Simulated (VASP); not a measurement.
# ScAl3N4 (Cm) in VASP: notebook

The runs below take ScAl3N4 through single point, with PBEsol.

Everything below comes from runs of VASP 6.6.1. Logs are shortened: lines on timing, memory, paths and dates and some standing lists are left out, and cuts for length are marked.

## Step 1: The cell of the first run

It takes space group Cm (No. 8, monoclinic). Conventional cell: a = 11.524 Å, b = 3.209 Å, c = 5.606 Å, α = 90.00°, β = 119.06°, γ = 90.00°. Within 2.7 Å of Sc (site symmetry m) lie 4 N at 2.01 to 2.07 Å. Al (site symmetry m) has 4 N at 1.86 to 1.96 Å within 2.5 Å. Al (site symmetry m) has 4 N at 1.88 to 1.95 Å within 2.5 Å. Within 2.5 Å of Al (site symmetry m) lie 4 N at 1.91 to 1.96 Å. N (site symmetry m) has 3 Al at 1.92 Å and 1 Sc at 2.07 Å within 2.5 Å. Within 2.6 Å of N (site symmetry m) lie 4 Al at 1.95 to 1.96 Å. N (site symmetry m) has 2 Al at 1.86 to 1.88 Å and 2 Sc at 2.01 Å within 2.5 Å. N (site symmetry m) has 3 Al at 1.90 to 1.91 Å and 1 Sc at 2.06 Å within 2.5 Å.

## Step 2: Single point, PBEsol

The input, INCAR:

```
  PREC = Accurate
  ENCUT = 600
  EDIFF = 1E-6
  ISMEAR = 0
  SIGMA = 0.1
  LREAL = F
  LASPH = T
  NELM = 120
  ALGO = Normal
  ISIF = 2
  LWAVE = F
  LCHARG = F
  GGA = PS
  NBANDS = 30
  GGA_COMPAT = F
```

The input, KPOINTS:

```
Automatic mesh
0
Gamma
  6 6 6
```

The input, POSCAR:

```
ScAl3N4
1.0
   -3.2093138091      0.0000000000      0.0000000000
    0.0000000000      5.6061118328     -0.0022854156
    1.6046569046     -2.8009827906     -5.0352849246
Sc Al N
1 3 4
Direct
    0.0059271039      0.3364758583      0.0118542079
    0.5000611067      0.8364334052      0.0001222133
    0.7538711322      0.4169486219      0.5077422644
    0.2462543464      0.9171216447      0.4925086927
    0.8003799069      0.1309301442      0.6007598138
    0.3054791634      0.6425194793      0.6109583268
    0.5672647482      0.2131272651      0.1345294964
    0.0567624923      0.7424435813      0.1135249847
```

Potentials or basis: VASP PAW PBE potentials, release 64 (Sc_sv, Al, N).

Command:

```sh
cat potpaw_PBE.64/Sc_sv/POTCAR potpaw_PBE.64/Al/POTCAR potpaw_PBE.64/N/POTCAR > POTCAR
mpirun -np 1 vasp_std > vasp.out
```

OUTCAR:

```text
PREC = Accurate
   ENCUT = 600
   EDIFF = 1E-6
   ISMEAR = 0
   LREAL = F
   LASPH = T
   NELM = 120
   ISIF = 2
   GGA = PS

 ion  position               nearest neighbor table
   1  0.006  0.336  0.012-   7 2.01   7 2.01   8 2.06   5 2.07   4 3.08   3 3.11   3 3.11   3 3.15
                             4 3.20   4 3.20   2 3.20   2 3.20   2 3.26   2 3.26
   2  0.500  0.836  0.000-   7 1.86   8 1.90   8 1.90   6 1.96   4 3.10   4 3.10   3 3.11   3 3.11
                             3 3.15   4 3.17   1 3.20   1 3.20   1 3.26   1 3.26
   3  0.754  0.417  0.508-   7 1.88   5 1.92   6 1.95   6 1.95   2 3.11   2 3.11   1 3.11   1 3.11
                             2 3.15   1 3.15   4 3.19   4 3.19   4 3.27   4 3.27
   4  0.246  0.917  0.493-   8 1.91   5 1.92   5 1.92   6 1.96   1 3.08   2 3.10   2 3.10   2 3.17
                             3 3.19   3 3.19   1 3.20   1 3.20   3 3.27   3 3.27
   5  0.800  0.131  0.601-   4 1.92   4 1.92   3 1.92   1 2.07
   6  0.305  0.643  0.611-   3 1.95   3 1.95   2 1.96   4 1.96
   7  0.567  0.213  0.135-   2 1.86   3 1.88   1 2.01   1 2.01
   8  0.057  0.742  0.114-   2 1.90   2 1.90   4 1.91   1 2.06

  LATTYP: Found a base centered monoclinic cell.
 ALAT       =    11.5238186145
 B/A-ratio  =     0.2784939538
 C/A-ratio  =     0.4864804355
 COS(beta)  =    -0.4857643013

  Lattice vectors:

 A1 = (   1.6046569046,  -2.8009827906,  -5.0352849246)
 A2 = (  -1.6046569045,  -2.8009827906,  -5.0352849246)
 A3 = (   0.0000000000,   5.6061118328,  -0.0022854156)

Analysis of symmetry for initial positions (statically):
=====================================================================
 Subroutine PRICEL returns:
 Original cell was already a primitive cell.

 Routine SETGRP: Setting up the symmetry group for a
 base centered monoclinic supercell.

 Subroutine GETGRP returns: Found  2 space group operations
 (whereof  2 operations were pure point group operations)
 out of a pool of  4 trial point group operations.

The static configuration has the point symmetry C_1h.

Analysis of symmetry for dynamics (positions and initial velocities):
=====================================================================
 Subroutine PRICEL returns:
 Original cell was already a primitive cell.

 Routine SETGRP: Setting up the symmetry group for a
 base centered monoclinic supercell.

 Subroutine GETGRP returns: Found  2 space group operations
 (whereof  2 operations were pure point group operations)
 out of a pool of  4 trial point group operations.

The dynamic configuration has the point symmetry C_1h.

 Subroutine INISYM returns: Found  2 space group operations
 (whereof  2 operations are pure point group operations),
 and found     1 'primitive' translations

----------------------------------------------------------------------------------------

                                     Primitive cell

  volume of cell :      90.6142

  direct lattice vectors                    reciprocal lattice vectors
    -3.209313809  0.000000000  0.000000000    -0.311593088 -0.000040472 -0.099276734
     0.000000000  5.606111833 -0.002285416     0.000000000  0.178336307 -0.099203309
     1.604656905 -2.800982791 -5.035284925     0.000000000 -0.000080943 -0.198553467

  length of vectors
     3.209313809  5.606112299  5.981180707     0.327026182  0.204071396  0.198553484

  position of ions in fractional coordinates (direct lattice)
     0.005927104  0.336475858  0.011854208
     0.500061107  0.836433405  0.000122213
     0.753871132  0.416948622  0.507742264
     0.246254346  0.917121645  0.492508693
     0.800379907  0.130930144  0.600759814
     0.305479163  0.642519479  0.610958327
     0.567264748  0.213127265  0.134529496
     0.056762492  0.742443581  0.113524985

  ion indices of the primitive-cell ions
   primitive index   ion index
                 1           1
                 2           2
                 3           3
                 4           4
                 5           5
                 6           6
                 7           7
                 8           8

----------------------------------------------------------------------------------------

 KPOINTS: Automatic mesh

Automatic generation of k-mesh.
 Grid dimensions read from file:
 generate k-points for:    6    6    6

 Generating k-lattice:

  Cartesian coordinates                     Fractional coordinates (reciprocal lattice)
    -0.051932181 -0.000006745 -0.016546122     0.166666667 -0.000000000 -0.000000000
     0.000000000  0.029722718 -0.016533885     0.000000000  0.166666667  0.000000000
     0.000000000 -0.000013491 -0.033092245     0.000000000 -0.000000000  0.166666667

  Length of vectors
     0.054504364  0.034011899  0.033092247

  Shift w.r.t. Gamma in fractional coordinates (k-lattice)
     0.000000000  0.000000000  0.000000000

 Subroutine IBZKPT returns following result:
 ===========================================

 Found     68 irreducible k-points:

 Following reciprocal coordinates:
            Coordinates               Weight
  0.000000  0.000000  0.000000      1.000000
  0.166667 -0.000000 -0.000000      4.000000
  0.333333  0.000000  0.000000      4.000000
  0.500000 -0.000000  0.000000      2.000000
  0.000000  0.166667  0.000000      2.000000
  0.166667  0.166667  0.000000      4.000000
[... 16 lines left out ...]
  0.333333  0.000000  0.166667      4.000000
  0.500000 -0.000000  0.166667      4.000000
 [... further k-points ...]
   k-points           NKPTS =     68   k-points in BZ     NKDIM =     68   number of bands    NBANDS=     30
   number of dos      NEDOS =    301   number of ions     NIONS =      8
   total plane-waves  NPLWV =  64512
   dimension x,y,z NGX =    28 NGY =   48 NGZ =   48
   dimension x,y,z NGXF=    56 NGYF=   96 NGZF=   96
   ions per type =               1   3   4
   NGX,Y,Z   is equivalent  to a cutoff of  14.50, 14.23, 13.34 a.u.
   NGXF,Y,Z  is equivalent  to a cutoff of  29.01, 28.47, 26.68 a.u.
 SYSTEM =  unknown system
   PREC   = accura    normal or accurate (medium, high low for compatibility)
   ISTART =      0    job   : 0-new  1-cont  2-samecut
   ICHARG =      2    charge: 1-file 2-atom 10-const
   ISPIN  =      1    spin polarized calculation?
   LNONCOLLINEAR =      F non collinear calculations
   LSORBIT =      F    spin-orbit coupling
   LASPH  =      T    aspherical Exc in radial PAW
   ENCUT  =  600.0 eV  44.10 Ry    6.64 a.u.   6.41 11.20 11.95*2*pi/ulx,y,z
   NELM   =    120;   NELMIN=  2; NELMDL= -5     # of ELM steps
   EDIFF  = 0.1E-05   stopping-criterion for ELM
   LREAL  =      F    real-space projection
   EDIFFG = 0.1E-04   stopping-criterion for IOM
   NSW    =      0    number of steps for IOM
[... 5 lines left out ...]
   TEBEG  =    0.0;   TEEND  =   0.0 temperature during run
   PSTRESS=    0.0 pullay stress
   NELECT =      40.0000    total number of electrons
   NUPDOWN=      -1.0000    fix difference up-down
   EMIN   =  10.00;   EMAX   =-10.00  energy-range for DOS
   EFERMI =   0.00;   METHOD = LEGACY
   ISMEAR =     0;   SIGMA  =   0.10  broadening in eV -4-tet -1-fermi 0-gaus
   EFERMI_NEDOS =   21; number of points for ismear=-14 and -15
   IALGO  =     38    algorithm
   IMIX   =      4    mixing-type and parameters
     AMIX     =   0.40;   BMIX     =  1.00
     AMIX_MAG =   1.60;   BMIX_MAG =  1.00
  volume/ion in A,a.u.               =      11.33        76.44
  Fermi-wavevector in a.u.,A,eV,Ry     =   1.246511  2.355564 21.140581  1.553789
  Thomas-Fermi vector in A             =   2.380685
   LORBIT       =      0    0 simple, 1 ext, 2 COOP (PROOUT), +10 PAW based schemes
   GGA     = PS    functional components
   LHFCALC =     F    Hartree Fock is set to
   AEXX    =    0.0000 exact exchange contribution
   IVDW    =     0    specifies the selected vdW correction
   LEPSILON=     F    determine dielectric tensor
   LRPA    =     F    only Hartree local field effects (RPA)
 non-spin polarized calculation
 Gauss-broadening in eV      SIGMA  =   0.10
  energy-cutoff  :      600.00
  volume of cell :       90.61
 maximum number of plane-waves:      3054
 NGX is ok and might be reduce to    28
   NGX = 13   NGY = 23   NGZ = 23

 number of electron      40.0000001 magnetization

 Free energy of the ion-electron system (eV)
  ---------------------------------------------------
  ext. energy  EPLUGINS =         0.00000000
  ---------------------------------------------------
  free energy    TOTEN  =       -65.05140222 eV

  energy without entropy =      -65.05140222  energy(sigma->0) =      -65.05140222

 E-fermi :   5.4631     XC(G=0): -11.0281

 val. band max:        5.0044133038   @ k =   0.5000   0.5000   0.1667
 cond. band min:       8.6356416212   @ k =   0.0000   0.0000   0.0000
 fundamental gap:      3.6312283174
 Fermi energy:         5.4630921248

 k-point     1 :       0.0000    0.0000    0.0000
  band No.  band energies     occupation
      1     -41.3257      2.00000
      2     -20.2571      2.00000
      3     -20.2497      2.00000
      4     -20.0660      2.00000
      5      -9.3739      2.00000
      6      -7.5191      2.00000
[... 22 lines left out ...]
     29      14.0136      0.00000
     30      15.0152      0.00000

 k-point     2 :       0.1667   -0.0000   -0.0000
  band No.  band energies     occupation
      1     -41.3172      2.00000
      2     -20.2517      2.00000
      3     -20.2442      2.00000
      4     -20.1553      2.00000
      5      -9.1072      2.00000
      6      -7.4764      2.00000
[... 22 lines left out ...]
     29      13.9633      0.00000
     30      14.3342      0.00000

 k-point     3 :       0.3333    0.0000    0.0000
  band No.  band energies     occupation
      1     -41.3003      2.00000
      2     -20.3899      2.00000
      3     -20.2264      2.00000
      4     -20.1847      2.00000
      5      -8.4125      2.00000
      6      -7.3426      2.00000
[... 682 lines left out ...]
     29      13.9211      0.00000
     30      14.5246      0.00000

 k-point    24 :       0.5000   -0.0000    0.1667
  band No.  band energies     occupation
      1     -41.2918      2.00000
      2     -20.4844      2.00000
      3     -20.2166      2.00000
      4     -20.1716      2.00000
      5      -7.7417      2.00000
      6      -7.4313      2.00000
[... 22 lines left out ...]
     29      13.7118      0.00000
     30      14.2772      0.00000

 [... further k-points ...]

------------------------ aborting loop because EDIFF is reached ----------------------------------------

  FORCE on cell =-STRESS in cart. coord.  units (eV):
  Direction    XX          YY          ZZ          XY          YZ          ZX
  --------------------------------------------------------------------------------------
  -------------------------------------------------------------------------------------
  Total        0.0299331      0.0374883      0.1179479     -0.0000000      0.0049509     -0.0000000
  in kB        0.5292554      0.6628420      2.0854718     -0.0000000      0.0875377     -0.0000000
  external PRESSURE =       1.0925231 kB  Pullay stress =       0.0000000 kB

 VOLUME and BASIS-vectors are now :
 -----------------------------------------------------------------------------
  energy-cutoff  :      600.00
  volume of cell :       90.61
      direct lattice vectors                 reciprocal lattice vectors
    -3.209313809  0.000000000  0.000000000    -0.311593088 -0.000040472 -0.099276734
     0.000000000  5.606111833 -0.002285416     0.000000000  0.178336307 -0.099203309
     1.604656905 -2.800982791 -5.035284925     0.000000000 -0.000080943 -0.198553467

 POSITION                                       TOTAL-FORCE (eV/Angst)
 -----------------------------------------------------------------------------------
      0.00000      1.85312     -0.06046         0.000000     -0.003573     -0.008218
     -1.60466      4.68880     -0.00253        -0.000000      0.008444      0.011841
     -1.60466      0.91528     -2.55758        -0.000000      0.015115      0.002690
     -0.00000      3.76198     -2.48202        -0.000000     -0.010668      0.005980
     -1.60466     -0.94871     -3.02530        -0.000000      0.001806      0.044877
      0.00000      1.89075     -3.07782         0.000000     -0.006948     -0.007527
     -1.60466      0.81800     -0.67788         0.000000     -0.059045     -0.032678
      0.00000      3.84424     -0.57333         0.000000      0.054870     -0.016966
 -----------------------------------------------------------------------------------
    total drift:                                0.000002     -0.000095     -0.000390

  FREE ENERGIE OF THE ION-ELECTRON SYSTEM (eV)
  ---------------------------------------------------
  free  energy   TOTEN  =       -65.0514022154 eV

  energy  without entropy=      -65.0514022154  energy(sigma->0) =      -65.05140222
```

It took 5.2 min on 1 thread of Oxide Virtual Turin-like, shared host; peak memory 0.34 GiB.

What came out:

| Item | Value |
| --- | --- |
| Free energy | -65.0514 eV |
| Pressure | 0.1 GPa |
| Largest force | 0.067 eV/Å |
| Band gap on the k mesh | 3.63 eV (least direct gap 3.74 eV) |

Forces on the atoms (eV/Å):
```
Sc   0.000 -0.004 -0.008
Al   0.000  0.008  0.012
Al   0.000  0.015  0.003
Al   0.000 -0.011  0.006
N    0.000  0.002  0.045
N    0.000 -0.007 -0.008
N    0.000 -0.059 -0.033
N    0.000  0.055 -0.017
```

Stress tensor (GPa, compression positive):
```
0.05 0.00 0.00
0.00 0.07 0.01
0.00 0.01 0.21
```

Caveat: the PAW data sets were made with another functional, which shifts forces and pressure a little.

## Step 3: Single point, PBEsol

The input, INCAR:

```
PREC = Accurate
ENCUT = 600
EDIFF = 1E-6
ISMEAR = 0
SIGMA = 0.02
LREAL = F
LASPH = T
NELM = 120
ALGO = Normal
ISIF = 2
LWAVE = F
LCHARG = F
GGA = PS
NBANDS = 30
GGA_COMPAT = F
```

The input, KPOINTS:

```
Automatic mesh
0
Gamma
  8 6 8
```

The input, POSCAR:

```
ScAl3N4
1.0
   -3.2086112715      0.0000000000      0.0000000000
    0.0000000000      5.6037654096     -0.0022277344
    1.6043056358     -2.7998636507     -5.0387091854
Sc Al N
1 3 4
Direct
    0.0059291898      0.3363302081      0.0118583797
    0.4999595425      0.8364042285     -0.0000809149
    0.7538069788      0.4169469449      0.5076139576
    0.2461492337      0.9170287795      0.4922984675
    0.8004356978      0.1310045618      0.6008713956
    0.3055267495      0.6425223495      0.6110534989
    0.5673727527      0.2131983969      0.1347455055
    0.0568198551      0.7425645306      0.1136397101
```

Potentials or basis: VASP PAW PBE potentials, release 64 (Sc_sv, Al, N).

Command:

```sh
cat potpaw_PBE.64/Sc_sv/POTCAR potpaw_PBE.64/Al/POTCAR potpaw_PBE.64/N/POTCAR > POTCAR
mpirun -np 1 vasp_std > vasp.out
```

Run time: 10 min. Hardware: 1 thread of Oxide Virtual Turin-like, shared host; peak memory 0.44 GiB.

Results (log left out):

| Quantity | Value |
| --- | --- |
| Free energy | -65.0522 eV |
| Pressure | 0.1 GPa |
| Largest force | 0.063 eV/Å |
| Band gap on the k mesh | 3.63 eV (least direct gap 3.75 eV) |

Forces on the atoms (eV/Å):
```
Sc   0.000  0.016  0.011
Al   0.000 -0.006  0.005
Al   0.000  0.003 -0.008
Al   0.000 -0.004 -0.003
N    0.000 -0.002  0.041
N    0.000  0.002 -0.005
N    0.000 -0.055 -0.031
N    0.000  0.046 -0.010
```

Levels at points of the mesh, in eV from the valence-band top:
| k point | band 16 | band 17 | band 18 | band 19 | band 20 | band 21 | band 22 | band 23 | band 24 | band 25 |
| --- | --- | --- | --- | --- | --- | --- | --- | --- | --- | --- |
| (0.00, 0.00, 0.00) | -0.68 | -0.63 | -0.55 | -0.44 | -0.12 | 3.63 | 4.46 | 4.80 | 5.09 | 5.55 |
| (0.50, 0.00, 0.00) | -1.82 | -1.33 | -0.92 | -0.38 | -0.24 | 4.35 | 4.63 | 5.06 | 5.98 | 6.11 |
| (0.00, 0.50, 0.00) | -1.10 | -0.77 | -0.65 | -0.37 | -0.28 | 4.53 | 5.42 | 5.65 | 5.77 | 6.42 |
| (0.50, 0.50, 0.00) | -1.61 | -1.49 | -0.97 | -0.26 | -0.01 | 4.17 | 4.43 | 4.90 | 5.21 | 6.16 |
| (0.00, 0.00, 0.50) | -0.99 | -0.81 | -0.72 | -0.50 | -0.40 | 4.36 | 4.62 | 5.48 | 5.59 | 6.44 |
| (0.00, 0.50, 0.50) | -1.10 | -1.06 | -0.90 | -0.15 | -0.06 | 4.69 | 5.15 | 5.58 | 5.72 | 6.13 |

Caveat: the PAW data sets were made with another functional, which shifts forces and pressure a little.
